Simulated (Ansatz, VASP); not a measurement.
Two plane-wave programs on GeN

```xyz
8
Lattice="5.0593 0.0000 0.0000 0.0000 7.7927 0.0000 0.0000 0.0000 3.0975" Properties=species:S:1:pos:R:3 pbc="T T T"
Ge    4.8115    6.5676    0.0000
Ge    2.2818    5.1214    1.5487
Ge    2.7775    2.6713    1.5487
Ge    0.2479    1.2251    0.0000
N     1.3503    5.5698    0.0000
N     3.8800    6.1192    1.5487
N     1.1794    1.6735    1.5487
N     3.7090    2.2228    0.0000
```

Alike in both runs: functional PBE; k mesh 8 × 6 × 12; no spin polarisation.

Ansatz relaxed the structure, and its values are those at the end. VASP's run is a single point on that final structure, the one shown.

|  | VASP | Ansatz |
| --- | --- | --- |
| version | VASP 6.6.1 | Ansatz 0.2.0 |
| potentials or method | VASP PAW PBE potentials, release 64 (Ge_d, N), cutoff 520 eV | scalar-relativistic, plane waves, PAW |
| occupations | gaussian, width 0.01 eV | fixed |
| valence electrons in the cell | 76 | 76 |

Ansatz gave:

| Item | Value |
| --- | --- |
| gap on the k mesh at the Fermi level (eV) | 0.52 |
| least direct gap on the mesh (eV) | 0.52 |
| pressure (GPa) | 0.0 |
| rms of the force components (eV/Å) | 0.000 |

Q: Estimate VASP's values.

A: gap on the k mesh at the Fermi level (eV): 0.53; least direct gap on the mesh (eV): 0.53; pressure (GPa): -0.4; rms of the force components (eV/Å): 0.010.
